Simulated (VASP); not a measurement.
Runs of VASP 6.6.1 on V. The structure is that of space group P6_3/mmc (No. 194), or close to it. The cells are those of the table. This isn't the form of V at room conditions, which is bcc.

```csv
level,potentials or basis,U,fixed moment (μB),cell,smearing,k mesh for the DOS,occupations for the DOS,gap on the mesh (eV),pressure (GPa),moment (μB)
PBEsol,"VASP PAW PBE potentials, release 64 (V_sv)",-,-,"a = 2.569, b = 2.569, c = 4.659 Å, angles 90.0, 90.0, 120.0°, 2 atoms",fermi-dirac 0.05 eV,-,-,none,0.1,0.00
PBEsol,"VASP PAW PBE potentials, release 64 (V_sv)",-,-,"a = 2.655, b = 2.655, c = 4.816 Å, angles 90.0, 90.0, 120.0°, 2 atoms",fermi-dirac 0.05 eV,-,-,none,-15.2,0.00
PBEsol+U,"VASP PAW PBE potentials, release 64 (V_sv)",V d U = 2.0 eV,-,"a = 2.604, b = 2.604, c = 4.723 Å, angles 90.0, 90.0, 120.0°, 2 atoms",fermi-dirac 0.05 eV,-,-,none,-1.9,0.00
PBE,"VASP PAW PBE potentials, release 64 (V_sv)",-,-,"a = 2.569, b = 2.569, c = 4.659 Å, angles 90.0, 90.0, 120.0°, 2 atoms",fermi-dirac 0.05 eV,-,-,none,7.2,0.00
LDA,"VASP PAW LDA potentials, release 64 (V_sv)",-,-,"a = 2.587, b = 2.587, c = 4.692 Å, angles 90.0, 90.0, 120.0°, 2 atoms",fermi-dirac 0.05 eV,-,-,none,-9.4,0.00
PBEsol,"VASP PAW PBE potentials, release 64 (V_sv)",-,-,"a = 2.639, b = 2.639, c = 4.785 Å, angles 90.0, 90.0, 120.0°, 2 atoms",fermi-dirac 0.05 eV,-,-,none,(a),0.00
LDA+U,"VASP PAW LDA potentials, release 64 (V_sv)",V d U = 2.5 eV,1.0,"a = 2.604, b = 2.604, c = 4.723 Å, angles 90.0, 90.0, 120.0°, 2 atoms",methfessel-paxton 0.2 eV,-,-,-,(c),1.00
LDA,"VASP PAW LDA potentials, release 64 (V_sv)",-,-,"a = 2.639, b = 2.639, c = 4.785 Å, angles 90.0, 90.0, 120.0°, 2 atoms",fermi-dirac 0.05 eV,-,-,none,-17.9,0.00
PBE,"VASP PAW PBE potentials, release 64 (V_sv)",-,-,"a = 2.604, b = 2.604, c = 4.723 Å, angles 90.0, 90.0, 120.0°, 2 atoms",gaussian 0.1 eV,-,-,none,-0.4,0.00
LDA,"VASP PAW LDA potentials, release 64 (V_sv)",-,-,"a = 2.551, b = 2.551, c = 4.627 Å, angles 90.0, 90.0, 120.0°, 2 atoms",fermi-dirac 0.05 eV,-,-,none,-1.9,0.00
LDA,"VASP PAW LDA potentials, release 64 (V_sv)",-,-,"a = 2.569, b = 2.569, c = 4.659 Å, angles 90.0, 90.0, 120.0°, 2 atoms",fermi-dirac 0.05 eV,-,-,none,(b),0.00
PBEsol,"VASP PAW PBE potentials, release 64 (V_sv)",-,-,"a = 2.604, b = 2.604, c = 4.723 Å, angles 90.0, 90.0, 120.0°, 2 atoms",fermi-dirac 0.05 eV,18 × 18 × 9,tetrahedron,-,-,0.00
```

Alike in all rows: task single point; spin collinear, ferromagnetic start; k mesh 12 × 12 × 6; cutoff (eV) 520.

Q: Fill in the values left out.

A: (a) -12.8; (b) -5.8; (c) -5.0.

Caveats: the cell stands under tension (at least some runs); the PAW data sets were made with another functional, which shifts forces and pressure a little (at least some runs); the U is typed as a test and isn't derived for this compound (at least some runs); the cell stands under pressure (at least some runs); the total moment is fixed, so each spin has its own Fermi level (at least some runs); tetrahedron occupations give inexact forces and stress in metals (at least some runs).

A gap of «none» marks levels without a gap at the run's occupations.
